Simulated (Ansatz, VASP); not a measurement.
# Two plane-wave programs on B

Contents of INCAR:

```
PREC = Accurate
ENCUT = 520
EDIFF = 1E-7
ISMEAR = 0
SIGMA = 0.15
LREAL = F
LASPH = T
NELM = 60
ALGO = Normal
ISIF = 2
LWAVE = F
LCHARG = F
GGA = PS
NBANDS = 8
```

KPOINTS

```
regular mesh
0
Gamma
  33 33 14
```

The input POSCAR:

```
B
1.0
    1.7024335758      0.0000000000      0.0000000000
   -0.8512167879      1.4743507249      0.0000000000
    0.0000000000      0.0000000000      3.5990686215
B
1
Direct
    0.0000000000      0.0000000000      0.0000000000
```

Input for Ansatz:

```yaml
crystal:
  lattice:
    - [1.7024335758, 0.0, 0.0]
    - [-0.8512167879, 1.4743507249, 0.0]
    - [0.0, 0.0, 3.5990686215]
  atoms:
    - { symbol: B, position: [0.0, 0.0, 0.0] }
basis:
  ecutwfc: 420
kpoints:
  mp_grid: { grid: [33, 33, 14] }
hamiltonian:
  xc: pbesol
scf:
  occupations: { method: gaussian, width: 0.15 }
output:
  forces: true
  stress: true
  eigenvalues: true
```

Change from the starting cell: strain -0.0100 x Voigt [0, 0, 1, 0, 0, 0], atoms carried along.

Alike in both runs: task single point; functional PBEsol; k mesh 33 × 33 × 14; occupations gaussian, width 0.15 eV; no spin polarisation.

|  | VASP | Ansatz |
| --- | --- | --- |
| version | VASP 6.6.1 | Ansatz 0.2.0 |
| potentials or method | VASP PAW PBE potentials, release 64 (B), cutoff 520 eV | scalar-relativistic, plane waves, PAW |
| valence electrons in the cell | 3 | 3 |

VASP gave:

| Property | Result |
| --- | --- |
| gap on the k mesh at the Fermi level (eV) | none |
| pressure (GPa) | 1.8 |
| traceless stress, the component that is largest in VASP (GPa) | -2.22 |

What did Ansatz give for the same quantities?

gap on the k mesh at the Fermi level (eV): none; pressure (GPa): 1.6; traceless stress, the component that is largest in VASP (GPa): -1.93.

VASP's potentials were made for PBE, not for PBEsol. A gap of «none» marks a metal or a gap that the smearing closes. The functional is the same, so the differences come from potentials, cutoffs and numerics.
